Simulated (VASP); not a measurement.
Input of a VASP 6.6.1 run:

INCAR

```
ALGO = Normal
EDIFF = 1E-6
ENCUT = 520
GGA = PE
ISIF = 2
ISMEAR = 0
LASPH = T
LCHARG = F
LREAL = F
LWAVE = F
NBANDS = 16
NELM = 100
PREC = Accurate
SIGMA = 0.05
```

Contents of KPOINTS:

```
k-points
0
Gamma
  12 12 6
```

Contents of POSCAR:

```
SiC
1.0
    3.0917664073      0.0000000000      0.0000000000
   -1.5458832036      2.6775482513      0.0000000000
    0.0000000000      0.0000000000      5.0740211774
Si C
2 2
Direct
    0.3333333333      0.6666666667      0.0045635313
    0.6666666667      0.3333333333      0.5045635313
    0.4054833553      0.7194841485      0.4198529380
    0.6666666667      0.3333333333      0.8804364687
```

Potentials or basis: VASP PAW PBE potentials, release 64 (Si, C).

The run is started by

```sh
$ cat potpaw_PBE.64/Si/POTCAR potpaw_PBE.64/C/POTCAR > POTCAR
$ mpirun -np 1 vasp_std > vasp.out
```

Estimate the pressure.

5.3 GPa.

Predict the band gap on the k mesh.

1.99 eV, indirect (least direct gap 3.93 eV).

Predict the largest force.

5.939 eV/Å.

Stress tensor (GPa, compression positive):
```
 0.08 -6.86  0.50
-6.86 17.20  2.88
 0.50  2.88 -1.24
```

Caveat: the cell differs from its parent crystal (atom 3 (C) moved by (+0.200, +0.200) A along [1 1 0] and z); forces of over 1 eV/Å act on the atoms, so gaps and moduli don't describe the material at rest. A k mesh can miss the band edges.
